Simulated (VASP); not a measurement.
## ZnF2: single point with PBE

The system is ZnF2.

```
Zn F
1.0
     4.70480    0.00000    0.00000
     0.00000    4.70480    0.00000
     0.00000    0.00000    3.13380
Zn F
2 4
Cartesian
  0.0000 0.0000 0.0000
  2.3524 2.3524 1.5669
  1.4227 1.4227 0.0000
  0.9297 3.7751 1.5669
  3.2821 3.2821 0.0000
  3.7751 0.9297 1.5669
```

```
Program                : VASP 6.6.1
Task                   : single point
Functional             : PBE
Potentials or basis    : VASP PAW PBE potentials, release 64 (Zn, F)
Cutoff                 : 600 eV
k mesh                 : 4 × 4 × 6
Occupations            : fermi-dirac, width 0.02 eV
Spin                   : no spin polarisation
Dipole correction      : no
Further INCAR settings : ALGO = Normal; EDIFF = 1e-06; NBANDS = 35
```

The pressure is 6.5 GPa and the largest force is 0.012 eV/Å. The band gap on the k mesh is 3.48 eV, direct.

Forces on the atoms (eV/Å):
```
Zn   0.000  0.000  0.000
Zn   0.000  0.000  0.000
F    0.009  0.009  0.000
F   -0.009  0.009  0.000
F   -0.009 -0.009  0.000
F    0.009 -0.009  0.000
```

Stress tensor (GPa, compression positive):
```
6.26 0.00 0.00
0.00 6.26 0.00
0.00 0.00 7.04
```

Levels at points of the mesh, in eV from the valence-band top:
```tsv
k point	band 24	band 25	band 26	band 27	band 28	band 29
(0.00, 0.00, 0.00)	-0.38	-0.38	0.00	3.48	9.35	9.64
(0.50, 0.00, 0.00)	-0.66	-0.47	-0.47	6.09	6.09	10.57
(0.50, 0.50, 0.00)	-1.28	-0.40	-0.40	7.03	7.03	9.19
(0.00, 0.00, 0.50)	-1.30	-1.28	-1.28	8.24	8.24	11.89
(0.50, 0.00, 0.50)	-1.35	-0.08	-0.08	8.76	8.76	10.33
(0.50, 0.50, 0.50)	-1.28	-0.80	-0.80	8.06	8.06	11.52
```

It took 33 s on 1 thread of Intel(R) Xeon(R) Platinum 8559C (Emerald Rapids), with other jobs on the host, peak memory 0.22 GiB.
